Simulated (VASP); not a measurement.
# Ru (Pm-3m) in VASP: a series of runs

Runs on Ru. Level: PBEsol. Tasks: single point, relaxation of cell and atoms.

All numbers are computed with VASP 6.6.1; they aren't measurements. Logs are shortened: lines on timing, memory, paths and dates and some standing lists are left out, and cuts for length are marked.

### Step 1. The cell of the first run

It takes space group Pm-3m (No. 221, cubic). Conventional cell: a = 2.479 Å, b = 2.479 Å, c = 2.479 Å, α = 90.00°, β = 90.00°, γ = 90.00°. Ru (site symmetry m-3m) has 6 Ru at 2.48 Å within 3.3 Å.

### Step 2. Single point, PBEsol

The input, INCAR:

```
  PREC = Accurate
  ENCUT = 500
  EDIFF = 1E-6
  ISMEAR = 0
  SIGMA = 0.1
  LREAL = F
  LASPH = T
  NELM = 120
  ALGO = Normal
  ISIF = 2
  LWAVE = F
  LCHARG = F
  GGA = PS
  NBANDS = 13
  GGA_COMPAT = F
```

The input, KPOINTS:

```
regular mesh
0
Gamma
  8 8 8
```

The input, POSCAR:

```
Ru
1.0
    2.4794474547      0.0000000000      0.0000000000
    0.0000000000      2.4794474547      0.0000000000
    0.0000000000      0.0000000000      2.4794474547
Ru
1
Direct
    0.0000000000      0.0000000000      0.0000000000
```

Potentials or basis: VASP PAW PBE potentials, release 64 (Ru_pv).

Started as:

```
cat potpaw_PBE.64/Ru_pv/POTCAR > POTCAR
mpirun -np 1 vasp_std > vasp.out
```

OUTCAR:

```text
PREC = Accurate
   ENCUT = 500
   EDIFF = 1E-6
   ISMEAR = 0
   LREAL = F
   LASPH = T
   NELM = 120
   ISIF = 2
   GGA = PS

 ion  position               nearest neighbor table
   1  0.000  0.000  0.000-

  LATTYP: Found a simple cubic cell.
 ALAT       =     2.4794474547

  Lattice vectors:

 A1 = (   2.4794474547,   0.0000000000,   0.0000000000)
 A2 = (   0.0000000000,   2.4794474547,   0.0000000000)
 A3 = (   0.0000000000,   0.0000000000,   2.4794474547)

Analysis of symmetry for initial positions (statically):
=====================================================================
 Subroutine PRICEL returns:
 Original cell was already a primitive cell.

 Routine SETGRP: Setting up the symmetry group for a
 simple cubic supercell.

 Subroutine GETGRP returns: Found 48 space group operations
 (whereof 48 operations were pure point group operations)
 out of a pool of 48 trial point group operations.

The static configuration has the point symmetry O_h .

Analysis of symmetry for dynamics (positions and initial velocities):
=====================================================================
 Subroutine PRICEL returns:
 Original cell was already a primitive cell.

 Routine SETGRP: Setting up the symmetry group for a
 simple cubic supercell.

 Subroutine GETGRP returns: Found 48 space group operations
 (whereof 48 operations were pure point group operations)
 out of a pool of 48 trial point group operations.

The dynamic configuration has the point symmetry O_h .

 Subroutine INISYM returns: Found 48 space group operations
 (whereof 48 operations are pure point group operations),
 and found     1 'primitive' translations

----------------------------------------------------------------------------------------

                                     Primitive cell

  volume of cell :      15.2428

  direct lattice vectors                    reciprocal lattice vectors
     2.479447455  0.000000000  0.000000000     0.403315665  0.000000000  0.000000000
     0.000000000  2.479447455  0.000000000     0.000000000  0.403315665  0.000000000
     0.000000000  0.000000000  2.479447455     0.000000000  0.000000000  0.403315665

  length of vectors
     2.479447455  2.479447455  2.479447455     0.403315665  0.403315665  0.403315665

  position of ions in fractional coordinates (direct lattice)
     0.000000000  0.000000000  0.000000000

  ion indices of the primitive-cell ions
   primitive index   ion index
                 1           1

----------------------------------------------------------------------------------------

 KPOINTS: regular mesh

Automatic generation of k-mesh.
 Grid dimensions read from file:
 generate k-points for:    8    8    8

 Generating k-lattice:

  Cartesian coordinates                     Fractional coordinates (reciprocal lattice)
     0.050414458  0.000000000  0.000000000     0.125000000  0.000000000  0.000000000
     0.000000000  0.050414458  0.000000000     0.000000000  0.125000000  0.000000000
     0.000000000  0.000000000  0.050414458     0.000000000  0.000000000  0.125000000

  Length of vectors
     0.050414458  0.050414458  0.050414458

  Shift w.r.t. Gamma in fractional coordinates (k-lattice)
     0.000000000  0.000000000  0.000000000

 Subroutine IBZKPT returns following result:
 ===========================================

 Found     35 irreducible k-points:

 Following reciprocal coordinates:
            Coordinates               Weight
  0.000000  0.000000  0.000000      1.000000
  0.125000  0.000000  0.000000      6.000000
  0.250000  0.000000  0.000000      6.000000
  0.375000  0.000000  0.000000      6.000000
  0.500000  0.000000  0.000000      3.000000
  0.125000  0.125000  0.000000     12.000000
[... 16 lines left out ...]
  0.375000  0.375000  0.125000     24.000000
  0.500000  0.375000  0.125000     24.000000
 [... further k-points ...]
   k-points           NKPTS =     35   k-points in BZ     NKDIM =     35   number of bands    NBANDS=     13
   number of dos      NEDOS =    301   number of ions     NIONS =      1
   total plane-waves  NPLWV =   5832
   dimension x,y,z NGX =    18 NGY =   18 NGZ =   18
   dimension x,y,z NGXF=    36 NGYF=   36 NGZF=   36
   ions per type =               1
   NGX,Y,Z   is equivalent  to a cutoff of  12.07, 12.07, 12.07 a.u.
   NGXF,Y,Z  is equivalent  to a cutoff of  24.14, 24.14, 24.14 a.u.
 SYSTEM =  unknown system
   PREC   = accura    normal or accurate (medium, high low for compatibility)
   ISTART =      0    job   : 0-new  1-cont  2-samecut
   ICHARG =      2    charge: 1-file 2-atom 10-const
   ISPIN  =      1    spin polarized calculation?
   LNONCOLLINEAR =      F non collinear calculations
   LSORBIT =      F    spin-orbit coupling
   LASPH  =      T    aspherical Exc in radial PAW
   ENCUT  =  500.0 eV  36.75 Ry    6.06 a.u.   4.52  4.52  4.52*2*pi/ulx,y,z
   NELM   =    120;   NELMIN=  2; NELMDL= -5     # of ELM steps
   EDIFF  = 0.1E-05   stopping-criterion for ELM
   LREAL  =      F    real-space projection
   EDIFFG = 0.1E-04   stopping-criterion for IOM
   NSW    =      0    number of steps for IOM
   IBRION =     -1    ionic relax: 0-MD 1-quasi-New 2-CG
   NFREE  =      0    steps in history (QN), initial steepest desc. (CG)
   ISIF   =      2    stress and relaxation
   ISYM   =      2    0-nonsym 1-usesym 2-fastsym
   POTIM  = 0.5000    time-step for ionic-motion
   TEBEG  =    0.0;   TEEND  =   0.0 temperature during run
   PSTRESS=    0.0 pullay stress
   NELECT =      14.0000    total number of electrons
   NUPDOWN=      -1.0000    fix difference up-down
   EMIN   =  10.00;   EMAX   =-10.00  energy-range for DOS
   EFERMI =   0.00;   METHOD = LEGACY
   ISMEAR =     0;   SIGMA  =   0.10  broadening in eV -4-tet -1-fermi 0-gaus
   EFERMI_NEDOS =   21; number of points for ismear=-14 and -15
   IALGO  =     38    algorithm
   IMIX   =      4    mixing-type and parameters
     AMIX     =   0.40;   BMIX     =  1.00
     AMIX_MAG =   1.60;   BMIX_MAG =  1.00
  volume/ion in A,a.u.               =      15.24       102.86
  Fermi-wavevector in a.u.,A,eV,Ry     =   1.591339  3.007194 34.454830  2.532359
  Thomas-Fermi vector in A             =   2.689894
   LORBIT       =      0    0 simple, 1 ext, 2 COOP (PROOUT), +10 PAW based schemes
   GGA     = PS    functional components
   LHFCALC =     F    Hartree Fock is set to
   AEXX    =    0.0000 exact exchange contribution
   IVDW    =     0    specifies the selected vdW correction
   LEPSILON=     F    determine dielectric tensor
   LRPA    =     F    only Hartree local field effects (RPA)
 non-spin polarized calculation
 Gauss-broadening in eV      SIGMA  =   0.10
  energy-cutoff  :      500.00
  volume of cell :       15.24
 maximum number of plane-waves:       402
   NGX =  9   NGY =  9   NGZ =  9

 number of electron      13.9999995 magnetization

 Free energy of the ion-electron system (eV)
  ---------------------------------------------------
  ext. energy  EPLUGINS =         0.00000000
  ---------------------------------------------------
  free energy    TOTEN  =        -8.98946828 eV

  energy without entropy =       -8.98512925  energy(sigma->0) =       -8.98729876

 E-fermi :  10.9281     XC(G=0): -13.4208

 val. band max:       10.8741264794   @ k =   0.2500   0.2500   0.1250
 cond. band min:      11.0620662361   @ k =   0.3750   0.2500   0.1250
 fundamental gap:      0.1879397567
 Fermi energy:        10.9280979190

 k-point     1 :       0.0000    0.0000    0.0000
  band No.  band energies     occupation
      1     -31.4064      2.00000
      2     -31.4064      2.00000
      3     -31.4064      2.00000
      4       3.5390      2.00000
      5       5.3554      2.00000
      6       5.3554      2.00000
      7      12.6953      0.00000
      8      12.6953      0.00000
      9      12.6953      0.00000
     10      21.6956      0.00000
     11      27.8257      0.00000
     12      27.8257      0.00000
     13      27.8257      0.00000

 k-point     2 :       0.1250    0.0000    0.0000
  band No.  band energies     occupation
      1     -31.5885      2.00000
      2     -31.3909      2.00000
      3     -31.3909      2.00000
      4       3.9986      2.00000
      5       5.4632      2.00000
      6       5.8857      2.00000
      7      12.1953      0.00000
      8      12.1953      0.00000
      9      12.7346      0.00000
     10      21.6952      0.00000
     11      25.4624      0.00000
     12      28.7107      0.00000
     13      28.7107      0.00000

 k-point     3 :       0.2500    0.0000    0.0000
  band No.  band energies     occupation
      1     -32.0149      2.00000
      2     -31.3534      2.00000
      3     -31.3534      2.00000
      4       4.9572      2.00000
      5       5.7347      2.00000
      6       7.5350      2.00000
      7      11.1453      0.00212
      8      11.1453      0.00212
      9      12.8307      0.00000
     10      21.6811      0.00000
     11      21.9922      0.00000
     12      30.2502      0.00000
     13      30.8183      0.00000
[... 305 lines left out ...]
 k-point    23 :       0.3750    0.3750    0.1250
  band No.  band energies     occupation
      1     -32.2809      2.00000
      2     -32.2668      2.00000
      3     -31.3969      2.00000
      4       5.5242      2.00000
      5       7.6389      2.00000
      6       9.5946      2.00000
      7       9.6596      2.00000
      8      12.1101      0.00000
      9      14.8908      0.00000
     10      20.7187      0.00000
     11      21.6939      0.00000
     12      24.9516      0.00000
     13      29.2123      0.00000

 k-point    24 :       0.5000    0.3750    0.1250
  band No.  band energies     occupation
      1     -32.4321      2.00000
      2     -32.2516      2.00000
      3     -31.3808      2.00000
      4       5.1493      2.00000
      5       7.8400      2.00000
      6       9.2915      2.00000
      7       9.7338      2.00000
      8      12.8978      0.00000
      9      17.2718      0.00000
     10      18.5384      0.00000
     11      21.6945      0.00000
     12      25.4040      0.00000
     13      27.7011      0.00000

 [... further k-points ...]

------------------------ aborting loop because EDIFF is reached ----------------------------------------

  FORCE on cell =-STRESS in cart. coord.  units (eV):
  Direction    XX          YY          ZZ          XY          YZ          ZX
  --------------------------------------------------------------------------------------
  -------------------------------------------------------------------------------------
  Total        0.0213140      0.0213140      0.0213140     -0.0000000     -0.0000000      0.0000000
  in kB        2.2403230      2.2403230      2.2403230     -0.0000000     -0.0000000      0.0000000
  external PRESSURE =       2.2403230 kB  Pullay stress =       0.0000000 kB

 VOLUME and BASIS-vectors are now :
 -----------------------------------------------------------------------------
  energy-cutoff  :      500.00
  volume of cell :       15.24
      direct lattice vectors                 reciprocal lattice vectors
     2.479447455  0.000000000  0.000000000     0.403315665  0.000000000  0.000000000
     0.000000000  2.479447455  0.000000000     0.000000000  0.403315665  0.000000000
     0.000000000  0.000000000  2.479447455     0.000000000  0.000000000  0.403315665

 POSITION                                       TOTAL-FORCE (eV/Angst)
 -----------------------------------------------------------------------------------
      0.00000      0.00000      0.00000         0.000000      0.000000      0.000000
 -----------------------------------------------------------------------------------
    total drift:                                0.000000      0.000000      0.000000

  FREE ENERGIE OF THE ION-ELECTRON SYSTEM (eV)
  ---------------------------------------------------
  free  energy   TOTEN  =        -8.9894682752 eV

  energy  without entropy=       -8.9851292518  energy(sigma->0) =       -8.98729876
```

Wall time 7.3 s (1 thread of Intel Xeon Platinum 8375C at 2.90GHz (Ice Lake), shared host); peak memory 0.12 GiB.

Results:

* Free energy: -8.9895 eV
* Pressure: 0.2 GPa
* Band gap on the k mesh: zero (band 7 reaches 14.91 eV, above the bottom of band 8 at 9.79 eV)

Levels at points of the mesh, in eV from the Fermi level:
```tsv
k point	band 5	band 6	band 7	band 8	band 9	band 10
(0.00, 0.00, 0.00)	-5.57	-5.57	1.77	1.77	1.77	10.77
(0.50, 0.00, 0.00)	-4.61	-1.02	-1.02	-0.32	2.04	7.72
(0.50, 0.50, 0.00)	-3.72	-0.47	-0.47	3.80	5.78	5.78
(0.50, 0.50, 0.50)	-4.95	-4.95	3.98	3.98	9.05	10.77
```

Caveat: the PAW data sets were made with another functional, which shifts forces and pressure a little.

### Step 3. Relaxation of cell and atoms, PBEsol

This run uses another cell than the first one, of 14.19 Å³/atom, 0.931 times its volume.

The input, INCAR:

```
PREC = Accurate
ENCUT = 500
EDIFF = 1E-7
ISMEAR = 0
SIGMA = 0.1
LREAL = False
LASPH = True
NELM = 120
ALGO = Normal
ISIF = 3
LWAVE = False
LCHARG = False
GGA = PS
IBRION = 2
NSW = 90
EDIFFG = -0.04
GGA_COMPAT = False
NELMIN = 4
```

KPOINTS is that of step 2.

The input, POSCAR:

```
Ru
1.0
    2.4209327485      0.0000000000      0.0000000000
    0.0000000000      2.4209327485      0.0000000000
    0.0000000000      0.0000000000      2.4209327485
Ru
1
Direct
    0.0000000000      0.0000000000      0.0000000000
```

Potentials or basis: VASP PAW PBE potentials, release 64 (Ru_pv).

Started as:

```
cat potpaw_PBE.64/Ru_pv/POTCAR > POTCAR
mpirun -np 1 vasp_std > vasp.out
```

OUTCAR:

```text
PREC = Accurate
   ENCUT = 500
   EDIFF = 1E-7
   ISMEAR = 0
   LREAL = False
   LASPH = True
   NELM = 120
   ISIF = 3
   GGA = PS
   IBRION = 2
   NSW = 90
   EDIFFG = -0.04
   NELMIN = 4

 ion  position               nearest neighbor table
   1  0.000  0.000  0.000-

  LATTYP: Found a simple cubic cell.
 ALAT       =     2.4209327485

  Lattice vectors:

 A1 = (   2.4209327485,   0.0000000000,   0.0000000000)
 A2 = (   0.0000000000,   2.4209327485,   0.0000000000)
 A3 = (   0.0000000000,   0.0000000000,   2.4209327485)

Analysis of symmetry for initial positions (statically):
=====================================================================
 Subroutine PRICEL returns:
 Original cell was already a primitive cell.

 Routine SETGRP: Setting up the symmetry group for a
 simple cubic supercell.

 Subroutine GETGRP returns: Found 48 space group operations
 (whereof 48 operations were pure point group operations)
 out of a pool of 48 trial point group operations.

The static configuration has the point symmetry O_h .

Analysis of symmetry for dynamics (positions and initial velocities):
=====================================================================
 Subroutine PRICEL returns:
 Original cell was already a primitive cell.

 Routine SETGRP: Setting up the symmetry group for a
 simple cubic supercell.

[... 160 lines left out ...]
  Total        1.9216464      1.9216464      1.9216464      0.0000000     -0.0000000     -0.0000000
  in kB      216.9880825    216.9880825    216.9880825      0.0000000     -0.0000000     -0.0000000
  external PRESSURE =     216.9880825 kB  Pullay stress =       0.0000000 kB
[... 22 lines left out ...]
--------------------------------------- Ionic step        2  -------------------------------------------

 number of electron      14.0000002 magnetization

 E-fermi :   7.9934     XC(G=0): -12.3004

 val. band max:        7.9673533176   @ k =   0.2500   0.2500   0.1250
 cond. band min:       8.0018076395   @ k =   0.5000   0.0000   0.0000
 fundamental gap:      0.0344543219
 Fermi energy:         7.9934458019

 k-point     1 :       0.0000    0.0000    0.0000
  band No.  band energies     occupation
      1     -34.2573      2.00000
      2     -34.2573      2.00000
      3     -34.2573      2.00000
      4       1.7155      2.00000
      5       3.7245      2.00000
      6       3.7245      2.00000
      7       9.2621      0.00000
      8       9.2621      0.00000
      9       9.2621      0.00000
     10      18.9948      0.00000
     11      23.4123      0.00000
[... 391 lines left out ...]
--------------------------------------- Ionic step        4  -------------------------------------------

 number of electron      13.9999994 magnetization

 Free energy of the ion-electron system (eV)
  ---------------------------------------------------
  ext. energy  EPLUGINS =         0.00000000
  ---------------------------------------------------
  free energy    TOTEN  =        -8.98875771 eV

  energy without entropy =       -8.98440074  energy(sigma->0) =       -8.98657922

 E-fermi :  10.9035     XC(G=0): -13.4119

 val. band max:       10.8498554126   @ k =   0.2500   0.2500   0.1250
 cond. band min:      11.0371274223   @ k =   0.3750   0.2500   0.1250
 fundamental gap:      0.1872720097
 Fermi energy:        10.9034908655

 k-point     1 :       0.0000    0.0000    0.0000
  band No.  band energies     occupation
      1     -31.4306      2.00000
      2     -31.4306      2.00000
      3     -31.4306      2.00000
      4       3.5230      2.00000
      5       5.3421      2.00000
      6       5.3421      2.00000
      7      12.6663      0.00000
      8      12.6663      0.00000
      9      12.6663      0.00000
     10      21.6727      0.00000
     11      27.7893      0.00000
[... 350 lines left out ...]
  FREE ENERGIE OF THE ION-ELECTRON SYSTEM (eV)
  ---------------------------------------------------
  free  energy   TOTEN  =        -8.9887577118 eV

  energy  without entropy=       -8.9844007373  energy(sigma->0) =       -8.98657922

 reached required accuracy - stopping structural energy minimisation
```

CONTCAR:

```text
Ru
   1.00000000000000
     2.4806817926770828    0.0000000000000000   -0.0000000000000000
     0.0000000000000000    2.4806817926770828   -0.0000000000000000
     0.0000000000000000   -0.0000000000000000    2.4806817926770828
  Ru
     1
Direct
     0.0000000000000000    0.0000000000000000    0.0000000000000000

  0.00000000E+00  0.00000000E+00  0.00000000E+00
```

Wall time 12 s (1 thread of Intel Xeon Platinum 8375C at 2.90GHz (Ice Lake), shared host); peak memory 0.12 GiB.

What came out:

| Property | Result |
| --- | --- |
| Free energy | -8.9888 eV |
| Relaxed volume | 15.27 Å³/atom |
| Relaxed cell | a = 2.481 Å, b = 2.481 Å, c = 2.481 Å, α = 90.00°, β = 90.00°, γ = 90.00° |
| Space group after relaxing (to 0.05 Å) | Pm-3m (No. 221) |
| Energy gained by relaxing | 67.5 meV/atom |
| Ionic steps | 4 |
| Pressure after relaxing | -0.1 GPa |
| Band gap on the k mesh | zero (band 7 reaches 14.87 eV, above the bottom of band 8 at 9.76 eV) |

The path:
```
step  energy change (eV)  largest force (eV/Å)  pressure (GPa)  volume (Å³)
   1              0.0000                0.0000           21.70        14.19
   2              0.3103                0.0000          -30.82        18.51
   3             -0.0672                0.0000           -1.38        15.34
   4             -0.0675                0.0000           -0.14        15.27
```

Final structure:
```
Ru
1.0
     2.48068    0.00000    0.00000
     0.00000    2.48068    0.00000
     0.00000    0.00000    2.48068
Ru
1
Direct
  0.00000 0.00000 0.00000
```

Levels at points of the mesh, in eV from the Fermi level:
| k point | band 5 | band 6 | band 7 | band 8 | band 9 | band 10 |
| --- | --- | --- | --- | --- | --- | --- |
| (0.00, 0.00, 0.00) | -5.56 | -5.56 | 1.76 | 1.76 | 1.76 | 10.77 |
| (0.50, 0.00, 0.00) | -4.60 | -1.01 | -1.01 | -0.32 | 2.04 | 7.70 |
| (0.50, 0.50, 0.00) | -3.72 | -0.47 | -0.47 | 3.79 | 5.78 | 5.78 |
| (0.50, 0.50, 0.50) | -4.94 | -4.94 | 3.97 | 3.97 | 9.06 | 10.77 |

Caveat: the PAW data sets were made with another functional, which shifts forces and pressure a little.
